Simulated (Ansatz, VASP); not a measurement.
**Al2O3: VASP beside Ansatz**

INCAR

```
  PREC = Accurate
  ENCUT = 520
  EDIFF = 1E-6
  ISMEAR = 0
  SIGMA = 0.05
  LREAL = F
  LASPH = T
  NELM = 60
  ALGO = Normal
  ISIF = 2
  LWAVE = F
  LCHARG = F
  GGA = PE
  IVDW = 12
  NBANDS = 20
```

Contents of KPOINTS:

```
Automatic mesh
0
Gamma
  9 9 4
```

The input POSCAR:

```
Al2O3
1.0
    2.8099000000      0.0000000000      0.0000000000
   -1.4049500000      2.4334447821      0.0000000000
    0.0000000000      0.0000000000      7.0774000000
Al O
2 3
Direct
    0.0000000000      0.0000000000      0.1907358529
    0.0000000000      0.0000000000      0.8092641471
    0.3333333333      0.6666666667      0.2840924954
    0.6666666667      0.3333333333      0.0000000000
    0.3333333333      0.6666666667      0.7159075046
```

Input for Ansatz:

```yaml
crystal:
  lattice:
    - [2.8099, 0.0, 0.0]
    - [-1.40495, 2.4334447821, 0.0]
    - [0.0, 0.0, 7.0774]
  atoms:
    - { symbol: Al, position: [0.0, 0.0, 0.1907358529] }
    - { symbol: Al, position: [0.0, 0.0, 0.8092641471] }
    - { symbol: O, position: [0.3333333333, 0.6666666667, 0.2840924954] }
    - { symbol: O, position: [0.6666666667, 0.3333333333, 0.0] }
    - { symbol: O, position: [0.3333333333, 0.6666666667, 0.7159075046] }
basis:
  ecutwfc: 520.0
kpoints:
  mp_grid: { grid: [9, 9, 4] }
hamiltonian:
  xc: pbe
  pseudopotentials: { kind: paw, azcp: { folder: soft_1 } }
  dispersion: d3bj
scf:
  occupations: { method: gaussian, width: 0.05 }
output:
  forces: true
  stress: true
  eigenvalues: true
```

Alike in both runs: task single point; functional PBE; dispersion D3(BJ); k mesh 9 × 9 × 4; occupations gaussian, width 0.05 eV; no spin polarisation.

```csv
,VASP,Ansatz
version,VASP 6.6.1,Ansatz 0.2.0
potentials or method,"VASP PAW PBE potentials, release 64 (Al, O), cutoff 520 eV","scalar-relativistic, plane waves, PAW"
valence electrons in the cell,24,24
```

VASP gave:

| Item | Value |
| --- | --- |
| gap on the k mesh at the Fermi level (eV) | 5.08 |
| least direct gap on the mesh (eV) | 5.22 |
| pressure (GPa) | 14.6 |
| traceless stress, the component that is largest in VASP (GPa) | -2.69 |
| rms of the force components (eV/Å) | 0.327 |

What did Ansatz give for the same quantities?

gap on the k mesh at the Fermi level (eV): 5.10; least direct gap on the mesh (eV): 5.24; pressure (GPa): 14.4; traceless stress, the component that is largest in VASP (GPa): -2.34; rms of the force components (eV/Å): 0.338.

Atom by atom the forces differ by 0.018 eV/Å (rms over components).
